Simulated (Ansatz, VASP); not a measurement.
**SnSe: VASP beside Ansatz**

```
CELL_PARAMETERS angstrom
0.00000 2.97275 2.97275
2.97275 0.00000 2.97275
2.97275 2.97275 0.00000
ATOMIC_POSITIONS crystal
Sn 0.00000 0.00000 0.00000
Se 0.50000 0.50000 0.50000
```

Alike in both runs: task single point; functional PBEsol; k mesh 6 × 6 × 6; occupations gaussian, width 0.02 eV; no spin polarisation.

```csv
,VASP,Ansatz
version,VASP 6.6.1,Ansatz 0.2.0
potentials or method,"VASP PAW PBE potentials, release 64 (Sn_d, Se), cutoff 500 eV","scalar-relativistic, plane waves, PAW"
valence electrons in the cell,20,30
```

|  | VASP | Ansatz | Ansatz less VASP |
| --- | --- | --- | --- |
| gap on the k mesh at the Fermi level (eV) | 0.81 | 0.81 | -0.002 |
| least direct gap on the mesh (eV) | 0.81 | 0.81 | -0.002 |
| pressure (GPa) | -0.3 | -0.4 | -0.02 |

VASP's potentials were made for PBE, not for PBEsol. VASP's potentials hold 20 valence electrons a cell and Ansatz's 30, so a difference there can come from the potentials and not from the codes.
